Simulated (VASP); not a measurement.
Set up this calculation in VASP 6.6.1, as the native input.

- Task: single point
- Functional: LDA
- Potentials or basis: VASP PAW LDA potentials, release 64 (Nb_sv)
- Cutoff: 520 eV
- k mesh: 11 × 11 × 11
- Occupations: fermi-dirac, width 0.05 eV
- Spin: no spin polarisation
- Dipole correction: no
- Further INCAR settings: ALGO = Fast; EDIFF = 1e-07; NBANDS = 12

The structure of Nb lies in POSCAR:

```
Nb
1.0
    0.0000000000      2.0718246199      2.0718246199
    2.0718246199      0.0000000000      2.0718246199
    2.0718246199      2.0718246199      0.0000000000
Nb
1
Direct
    0.0000000000      0.0000000000      0.0000000000
```

This cell differs from its parent crystal: volume scaled by 0.94.

One way to write it, as run:

INCAR

```
SYSTEM = Nb
  PREC = Accurate
  ENCUT = 520
  EDIFF = 1E-7
  ISMEAR = -1
  SIGMA = 0.05
  LREAL = .FALSE.
  LASPH = .TRUE.
  NELM = 60
  ALGO = Fast
  ISIF = 2
  LWAVE = .FALSE.
  LCHARG = .TRUE.
  GGA = CA
  LELF = .TRUE.
  LVHAR = .TRUE.
  NBANDS = 12
```

KPOINTS

```
regular mesh
0
G
  11 11 11
  0 0 0
```

Potentials or basis: VASP PAW LDA potentials, release 64 (Nb_sv).

Command:

```console
$ cat potpaw_LDA.64/Nb_sv/POTCAR > POTCAR
$ mpirun -np 1 vasp_std > vasp.out
```

It gave:

```yaml
Pressure: -1.2 GPa
```

It took 18 s on 1 thread of AMD EPYC 9R45 96-Core Processor (Zen 5) (shared host), peak memory 0.1 GiB.
